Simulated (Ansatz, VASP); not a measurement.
One calculation of Zn, two programs

Contents of INCAR:

```
SYSTEM = Zn
ALGO = Normal
EDIFF = 1E-7
ENCUT = 520
GGA = PE
ISIF = 2
ISMEAR = -1
LASPH = .True.
LCHARG = .True.
LELF = .True.
LREAL = .False.
LVHAR = .True.
LWAVE = .False.
NBANDS = 12
NELM = 100
PREC = Accurate
SIGMA = 0.1
```

Contents of KPOINTS:

```
k-points
0
Gamma
  20 20 20
  0 0 0
```

The input POSCAR:

```
Zn
1.0
    2.5190870787      0.0000000000      0.0000000000
    0.0000000000      2.5190870787      0.0000000000
    0.0000000000      0.0000000000      2.5190870787
Zn
1
Direct
    0.0000000000      0.0000000000      0.0000000000
```

Input for Ansatz:

```yaml
crystal:
  lattice:
    - [2.5190870787, 0.0, 0.0]
    - [0.0, 2.5190870787, 0.0]
    - [0.0, 0.0, 2.5190870787]
  atoms:
    - { symbol: Zn, position: [0.0, 0.0, 0.0] }
hamiltonian:
  xc: pbe
  pseudopotentials:
    kind: paw
    azcp:
      Zn: "pseudopotentials/Zn.paw.azcp"
basis:
  ecutwfc: 420
  fft_grid_basis: typed
kpoints:
  mp_grid: { grid: [20, 20, 20], shift: [0, 0, 0] }
magnetization:
  spin_polarized: false
scf:
  occupations: { method: fermi_dirac, width: 0.1 }
output:
  stress: true
```

Alike in both runs: task single point; functional PBE; k mesh 20 × 20 × 20; occupations fermi-dirac, width 0.1 eV; no spin polarisation.

```csv
,VASP,Ansatz
version,VASP 6.6.1,Ansatz 0.2.0
potentials or method,"VASP PAW PBE potentials, release 64 (Zn), cutoff 520 eV","plane waves (420 eV) with PAW, scalar-relativistic"
valence electrons in the cell,12,12
```

```tsv
	VASP	Ansatz	Ansatz less VASP
pressure (GPa)	9.0	8.6	-0.31
```

With one functional, cell and mesh, what is left measures potentials, basis and numerics.
